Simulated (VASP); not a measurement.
# BaHfO3 (P4/mmm) in VASP: single point with r2SCAN

Aim: the single point of BaHfO3 with r2SCAN.

All numbers are computed with VASP 6.6.1; they aren't measurements. Logs are shortened: lines on timing, memory, paths and dates and some standing lists are left out, and cuts for length are marked.

## (1) The cell of the first run

Symmetry: P4/mmm, No. 123, tetragonal system. Conventional cell: a = 4.010 Å, b = 4.010 Å, c = 4.273 Å, α = 90.00°, β = 90.00°, γ = 90.00°. Ba (site symmetry 4/mmm) has 12 O at 2.84 to 2.93 Å and 8 Hf at 3.55 Å within 3.7 Å. Within 2.7 Å of Hf (site symmetry 4/mmm) lie 6 O at 2.00 to 2.14 Å. Within 3.0 Å of O (site symmetry 4/mmm) lie 2 Hf at 2.14 Å and 4 Ba at 2.84 Å and 8 O at 2.93 Å. O (site symmetry mmm) has 2 Hf at 2.00 Å within 2.7 Å.

## (2) Single point, r2SCAN, non-collinear spin, zero start, spin-orbit coupling (epitaxial xy strain -4.0%)

POSCAR reads:

```
BaHfO3
1.0
    4.0099764200      0.0000000000      0.0000000000
    0.0000000000      4.0099764200      0.0000000000
    0.0000000000      0.0000000000      4.2730220947
Ba Hf O
1 1 3
Direct
    0.0000000000      0.0000000000      0.0000000000
    0.5000000000      0.5000000000      0.5000000000
    0.5000000000      0.5000000000      0.0000000000
    0.5000000000      0.0000000000      0.5000000000
    0.0000000000      0.5000000000      0.5000000000
```

INCAR.step1 reads:

```
PREC = Accurate ; ENCUT = 520
ISMEAR = 0 ; SIGMA = 0.01
LREAL = False ; LASPH = True
NELM = 150 ; MAGMOM = 0 0 0 0 0 0 0 0 0 0 0 0 0 0 0
LSORBIT = True ; GGA_COMPAT = False
LMAXMIX = 4 ; NBANDS = 53
GGA = PE ; ALGO = Normal
EDIFF = 1E-4 ; LWAVE = True
LCHARG = False
```

INCAR.step2 reads:

```
PREC = Accurate ; ENCUT = 520
EDIFF = 1E-6 ; ISMEAR = 0
SIGMA = 0.01 ; LREAL = False
LASPH = True ; NELM = 150
ALGO = Normal ; ISIF = 2
LWAVE = False ; LCHARG = False
MAGMOM = 0 0 0 0 0 0 0 0 0 0 0 0 0 0 0 ; LORBIT = 11
LSORBIT = True ; GGA_COMPAT = False
LORBMOM = True ; LMAXMIX = 4
METAGGA = R2SCAN ; LMIXTAU = True
NBANDS = 53 ; ISTART = 1
```

KPOINTS reads:

```
Automatic mesh
0
Gamma
  6 6 6
```

Potentials or basis: VASP PAW PBE potentials, release 64 (Ba_sv, Hf_pv, O).

Launch:

```sh
$ cat potpaw_PBE.64/Ba_sv/POTCAR potpaw_PBE.64/Hf_pv/POTCAR potpaw_PBE.64/O/POTCAR > POTCAR
$ cp INCAR.step1 INCAR
$ mpirun -np 1 vasp_ncl > vasp.out
$ cp INCAR.step2 INCAR
$ mpirun -np 1 vasp_ncl > vasp.out
```

OUTCAR:

```text
PREC = Accurate
   ENCUT = 520
   EDIFF = 1E-6
   ISMEAR = 0
   LREAL = False
   LASPH = True
   NELM = 150
   ISIF = 2
   LORBIT = 11
   LSORBIT = True
   METAGGA = R2SCAN
   ISTART = 1

 ion  position               nearest neighbor table
   1  0.000  0.000  0.000-   3 2.84   3 2.84   3 2.84   3 2.84   5 2.93   4 2.93   5 2.93   5 2.93
                             5 2.93   4 2.93   4 2.93   4 2.93   2 3.55   2 3.55   2 3.55   2 3.55
   2  0.500  0.500  0.500-   4 2.00   5 2.00   4 2.00   5 2.00   3 2.14   3 2.14   1 3.55   1 3.55
                             1 3.55   1 3.55   1 3.55   1 3.55   1 3.55   1 3.55
   3  0.500  0.500  0.000-   2 2.14   2 2.14   1 2.84   1 2.84   1 2.84   1 2.84
   4  0.500  0.000  0.500-   2 2.00   2 2.00   1 2.93   1 2.93   1 2.93   1 2.93
   5  0.000  0.500  0.500-   2 2.00   2 2.00   1 2.93   1 2.93   1 2.93   1 2.93

  LATTYP: Found a simple tetragonal cell.
 ALAT       =     4.0099764200
 C/A-ratio  =     1.0655978108

  Lattice vectors:

 A1 = (   4.0099764200,   0.0000000000,   0.0000000000)
 A2 = (   0.0000000000,   4.0099764200,   0.0000000000)
 A3 = (   0.0000000000,   0.0000000000,   4.2730220947)

Analysis of symmetry for initial positions (statically):
=====================================================================
 Subroutine PRICEL returns:
 Original cell was already a primitive cell.

 Routine SETGRP: Setting up the symmetry group for a
 simple tetragonal supercell.

 Subroutine GETGRP returns: Found 16 space group operations
 (whereof 16 operations were pure point group operations)
 out of a pool of 16 trial point group operations.

The static configuration has the point symmetry D_4h.

Analysis of symmetry for dynamics (positions and initial velocities):
=====================================================================
 Subroutine PRICEL returns:
 Original cell was already a primitive cell.

 Routine SETGRP: Setting up the symmetry group for a
 simple tetragonal supercell.

 Subroutine GETGRP returns: Found 16 space group operations
 (whereof 16 operations were pure point group operations)
 out of a pool of 16 trial point group operations.

The dynamic configuration has the point symmetry D_4h.

Analysis of structural, dynamic, and magnetic symmetry:
=====================================================================
 Subroutine PRICEL returns:
 Original cell was already a primitive cell.

 Routine SETGRP: Setting up the symmetry group for a
 simple tetragonal supercell.

 Subroutine GETGRP returns: Found 16 space group operations
 (whereof 16 operations were pure point group operations)
 out of a pool of 16 trial point group operations.

The overall configuration has the point symmetry D_4h.

 Subroutine INISYM returns: Found 16 space group operations
 (whereof 16 operations are pure point group operations),
 and found     1 'primitive' translations

----------------------------------------------------------------------------------------

                                     Primitive cell

  volume of cell :      68.7098

  direct lattice vectors                    reciprocal lattice vectors
     4.009976420  0.000000000  0.000000000     0.249378025  0.000000000  0.000000000
     0.000000000  4.009976420  0.000000000     0.000000000  0.249378025  0.000000000
     0.000000000  0.000000000  4.273022095     0.000000000  0.000000000  0.234026405

  length of vectors
     4.009976420  4.009976420  4.273022095     0.249378025  0.249378025  0.234026405

  position of ions in fractional coordinates (direct lattice)
     0.000000000  0.000000000  0.000000000
     0.500000000  0.500000000  0.500000000
     0.500000000  0.500000000  0.000000000
     0.500000000  0.000000000  0.500000000
     0.000000000  0.500000000  0.500000000

  ion indices of the primitive-cell ions
   primitive index   ion index
                 1           1
                 2           2
                 3           3
                 4           4
                 5           5

----------------------------------------------------------------------------------------

 KPOINTS: Automatic mesh
[... 126 lines left out ...]

 k-point     1 :       0.0000    0.0000    0.0000
  band No.  band energies     occupation
      1     -31.6800      1.00000
      2     -31.6800      1.00000
      3     -24.8271      1.00000
      4     -24.8271      1.00000
      5     -24.7764      1.00000
      6     -24.7764      1.00000
[... 1261 lines left out ...]
     49      12.0345      0.00000
     50      12.0345      0.00000

 [... further k-points ...]

 [bands above 50 left out]

------------------------ aborting loop because EDIFF is reached ----------------------------------------

  FORCE on cell =-STRESS in cart. coord.  units (eV):
  Direction    XX          YY          ZZ          XY          YZ          ZX
  --------------------------------------------------------------------------------------
  -------------------------------------------------------------------------------------
  Total        7.9804148      7.9804148     -0.1541173      0.0000000     -0.0000000      0.0000000
  in kB      186.0875309    186.0875309     -3.5937103      0.0000000     -0.0000000      0.0000000
  external PRESSURE =     122.8604505 kB  Pullay stress =       0.0000000 kB

 VOLUME and BASIS-vectors are now :
 -----------------------------------------------------------------------------
  energy-cutoff  :      520.00
  volume of cell :       68.71
      direct lattice vectors                 reciprocal lattice vectors
     4.009976420  0.000000000  0.000000000     0.249378025  0.000000000  0.000000000
     0.000000000  4.009976420  0.000000000     0.000000000  0.249378025  0.000000000
     0.000000000  0.000000000  4.273022095     0.000000000  0.000000000  0.234026405

 POSITION                                       TOTAL-FORCE (eV/Angst)
 -----------------------------------------------------------------------------------
      0.00000      0.00000      0.00000         0.000000      0.000000      0.000000
      2.00499      2.00499      2.13651         0.000000      0.000000      0.000000
      2.00499      2.00499      0.00000         0.000000      0.000000      0.000000
      2.00499      0.00000      2.13651         0.000000      0.000000      0.000000
      0.00000      2.00499      2.13651         0.000000      0.000000      0.000000
 -----------------------------------------------------------------------------------
    total drift:                                0.000000      0.000000      0.000000

  FREE ENERGIE OF THE ION-ELECTRON SYSTEM (eV)
  ---------------------------------------------------
  free  energy   TOTEN  =      -108.4824128972 eV

  energy  without entropy=     -108.4824128972  energy(sigma->0) =     -108.48241290

 orbital moment (x)

 # of ion     p       d       tot
 ----------------------------------------
  1         0.000   0.000   0.000
  2         0.000   0.000   0.000
  3         0.000   0.000   0.000
  4         0.000   0.000   0.000
  5         0.000   0.000   0.000
 ----------------------------------------
            0.000   0.000   0.000

 orbital moment (y)

 # of ion     p       d       tot
 ----------------------------------------
  1         0.000   0.000   0.000
  2         0.000   0.000   0.000
  3         0.000   0.000   0.000
  4         0.000   0.000   0.000
  5         0.000   0.000   0.000
 ----------------------------------------
            0.000   0.000   0.000

 orbital moment (z)

 # of ion     p       d       tot
 ----------------------------------------
  1         0.000   0.000   0.000
  2         0.000   0.000   0.000
  3         0.000   0.000   0.000
  4         0.000   0.000   0.000
  5         0.000   0.000   0.000
 ----------------------------------------
            0.000   0.000   0.000

 Spin-Orbit-Coupling matrix elements

 Ion:    1  E_soc:     -0.3625155
 l=   1
     0.0000000    -0.0602537    -0.0603277
    -0.0602537     0.0000000    -0.0602537
    -0.0603277    -0.0602537     0.0000000
 l=   2
     0.0000000    -0.0000302     0.0000000    -0.0000302    -0.0001211
    -0.0000302     0.0000000    -0.0000826    -0.0000259    -0.0000250
     0.0000000    -0.0000826     0.0000000    -0.0000826     0.0000000
    -0.0000302    -0.0000259    -0.0000826     0.0000000    -0.0000250
    -0.0001211    -0.0000250     0.0000000    -0.0000250     0.0000000
 l=   3
     0.0000000     0.0000000     0.0000000     0.0000000     0.0000000     0.0000000     0.0000000
     0.0000000     0.0000000     0.0000000     0.0000000     0.0000000     0.0000000     0.0000000
     0.0000000     0.0000000     0.0000000     0.0000000     0.0000000     0.0000000     0.0000000
     0.0000000     0.0000000     0.0000000     0.0000000     0.0000000     0.0000000     0.0000000
[... 69 lines left out ...]
 l=   2
     0.0000000     0.0000000     0.0000000     0.0000000     0.0000000
     0.0000000     0.0000000     0.0000000     0.0000000     0.0000000
     0.0000000     0.0000000     0.0000000     0.0000000     0.0000000
     0.0000000     0.0000000     0.0000000     0.0000000     0.0000000
     0.0000000     0.0000000     0.0000000     0.0000000     0.0000000
 l=   3
     0.0000000     0.0000000     0.0000000     0.0000000     0.0000000     0.0000000     0.0000000
     0.0000000     0.0000000     0.0000000     0.0000000     0.0000000     0.0000000     0.0000000
     0.0000000     0.0000000     0.0000000     0.0000000     0.0000000     0.0000000     0.0000000
     0.0000000     0.0000000     0.0000000     0.0000000     0.0000000     0.0000000     0.0000000
     0.0000000     0.0000000     0.0000000     0.0000000     0.0000000     0.0000000     0.0000000
     0.0000000     0.0000000     0.0000000     0.0000000     0.0000000     0.0000000     0.0000000
     0.0000000     0.0000000     0.0000000     0.0000000     0.0000000     0.0000000     0.0000000

 total charge

# of ion       s       p       d       tot
------------------------------------------
    1        2.016   5.658   0.287   7.962
    2        0.364   6.869   1.592   8.825
    3        1.559   3.523   0.000   5.083
    4        1.570   3.574   0.000   5.144
    5        1.570   3.574   0.000   5.144
--------------------------------------------------
tot          7.079  23.199   1.879  32.157

 magnetization (x)

# of ion       s       p       d       tot
------------------------------------------
    1        0.000   0.000  -0.000  -0.000
    2       -0.000   0.000   0.000   0.000
    3        0.000   0.000   0.000   0.000
    4       -0.000   0.000   0.000   0.000
    5       -0.000   0.000   0.000  -0.000
--------------------------------------------------
tot          0.000   0.000  -0.000   0.000

 magnetization (y)

# of ion       s       p       d       tot
------------------------------------------
    1        0.000   0.000   0.000   0.000
    2       -0.000   0.000  -0.000  -0.000
    3        0.000   0.000   0.000   0.000
    4        0.000   0.000   0.000   0.000
    5        0.000   0.000   0.000   0.000
--------------------------------------------------
tot         -0.000   0.000  -0.000  -0.000

 magnetization (z)

# of ion       s       p       d       tot
------------------------------------------
    1        0.000  -0.000   0.000   0.000
    2       -0.000   0.000   0.000   0.000
    3       -0.000   0.000   0.000  -0.000
    4       -0.000  -0.000   0.000  -0.000
    5       -0.000  -0.000   0.000  -0.000
--------------------------------------------------
tot         -0.000  -0.000   0.000  -0.000
```

It took 31 min on 1 thread of Oxide Virtual Turin-like, shared host; peak memory 0.45 GiB.

Results:

```yaml
Free_energy: -108.4824 eV
Pressure: 12.3 GPa
Net_moment: 0.00 μB per cell
Valence_electrons_inside_the_program's_atomic_spheres: Ba 7.96; Hf 8.82; O 5.08, 5.14 (each value once)
```

Moments on the atoms (μB; x, y, z):
```
Ba  0.00 0.00 0.00
Hf  0.00 0.00 0.00
O   0.00 0.00 0.00
O   0.00 0.00 0.00
O   0.00 0.00 0.00
```

Caveat: the cell differs from its parent crystal (epitaxial xy strain -4.0%); the cell stands under pressure; the PAW data sets were made with another functional, which shifts forces and pressure a little.
